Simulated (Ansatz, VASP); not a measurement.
## Ca in VASP and in Ansatz

INCAR

```
SYSTEM = Ca
PREC     = Accurate       ! precision mode
ENCUT    = 520            ! plane-wave cutoff, eV
EDIFF    = 1E-7           ! SCF threshold, eV
ISMEAR   = 0              ! smearing method
SIGMA    = 0.6            ! smearing width, eV
LREAL    = .False.        ! projectors in reciprocal space
LASPH    = .True.         ! aspherical terms in the spheres
NELM     = 100            ! most SCF steps
ALGO     = Normal         ! electronic algorithm
ISIF     = 2              ! what is computed and relaxed
LWAVE    = .False.        ! write WAVECAR
LCHARG   = .False.        ! write CHGCAR
NBANDS   = 11             ! bands
```

The input KPOINTS:

```
regular mesh
0
Gamma
  10 10 10
  0 0 0
```

The input POSCAR:

```
Ca
1.0
    0.0000000000      2.6714532750      2.6714532750
    2.6714532750      0.0000000000      2.6714532750
    2.6714532750      2.6714532750      0.0000000000
Ca
1
Direct
    0.0000000000      0.0000000000      0.0000000000
```

Input for Ansatz:

```yaml
crystal:
  lattice:
    - [0.0, 2.671453275, 2.671453275]
    - [2.671453275, 0.0, 2.671453275]
    - [2.671453275, 2.671453275, 0.0]
  atoms:
    - { symbol: Ca, position: [0.0, 0.0, 0.0] }
hamiltonian:
  xc: lda
  pseudopotentials:
    kind: paw
    azcp:
      Ca: "pseudopotentials/Ca.paw.azcp"
basis:
  ecutwfc: 420
  fft_grid_basis: typed
kpoints:
  mp_grid: { grid: [10, 10, 10], shift: [0, 0, 0] }
magnetization:
  spin_polarized: false
scf:
  occupations: { method: gaussian, width: 0.6 }
  lower_state_search: "off"
output:
  stress: true
```

Alike in both runs: task single point; functional LDA; k mesh 10 × 10 × 10; occupations gaussian, width 0.6 eV; no spin polarisation.

|  | VASP | Ansatz |
| --- | --- | --- |
| version | VASP 6.6.1 | Ansatz 0.2.0 |
| potentials or method | VASP PAW LDA potentials, release 64 (Ca_sv), cutoff 520 eV | plane waves (420 eV) with PAW, scalar-relativistic |
| valence electrons in the cell | 10 | 10 |

```csv
,VASP,Ansatz,Ansatz less VASP
pressure (GPa),0.1,0.1,-0.01
```

Ansatz warns that its potentials were made for another functional, while VASP's fit it. LDA's correlation is that of Perdew and Zunger in VASP and of Perdew and Wang (1992) in Ansatz.
